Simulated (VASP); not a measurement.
Input of a VASP 6.6.1 run:

The input INCAR:

```
ALGO = Normal
EDIFF = 1E-6
ENCUT = 520
GGA = PE
ISIF = 2
ISMEAR = 0
LASPH = T
LCHARG = F
LREAL = F
LWAVE = F
NBANDS = 35
NELM = 80
PREC = Accurate
SIGMA = 0.01
```

Contents of KPOINTS:

```
k-points
0
Gamma
  4 4 6
```

POSCAR

```
SnO2
1.0
    4.7786556625      0.0000000000      0.0000000000
    0.0000000000      4.7786556625      0.0000000000
    0.0000000000      0.0000000000      3.2054025499
Sn O
2 4
Direct
    0.0000000000      0.0000000000      0.0000000000
    0.5000000000      0.5000000000      0.5000000000
    0.3065852479      0.3065852479      0.0000000000
    0.1934147521      0.8065852479      0.5000000000
    0.8065852479      0.1934147521      0.5000000000
    0.6934147521      0.6934147521      0.0000000000
```

Potentials or basis: VASP PAW PBE potentials, release 64 (Sn_d, O).

Command:

```console
$ cat potpaw_PBE.64/Sn_d/POTCAR potpaw_PBE.64/O/POTCAR > POTCAR
$ mpirun -np 1 vasp_std > vasp.out
```

Task: What does it give for the pressure?

Result: 6.6 GPa.

Task: What does it give for the largest force?

Result: 0.130 eV/Å.

Task: Estimate the band gap on the k mesh.

Result: 1.01 eV, direct.

Forces on the atoms (eV/Å):
```
Sn   0.000  0.000  0.000
Sn   0.000  0.000  0.000
O   -0.092 -0.092  0.000
O    0.092 -0.092  0.000
O   -0.092  0.092  0.000
O    0.092  0.092  0.000
```

Caveat: spin-orbit coupling is left out, which moves the levels of the heavy elements.
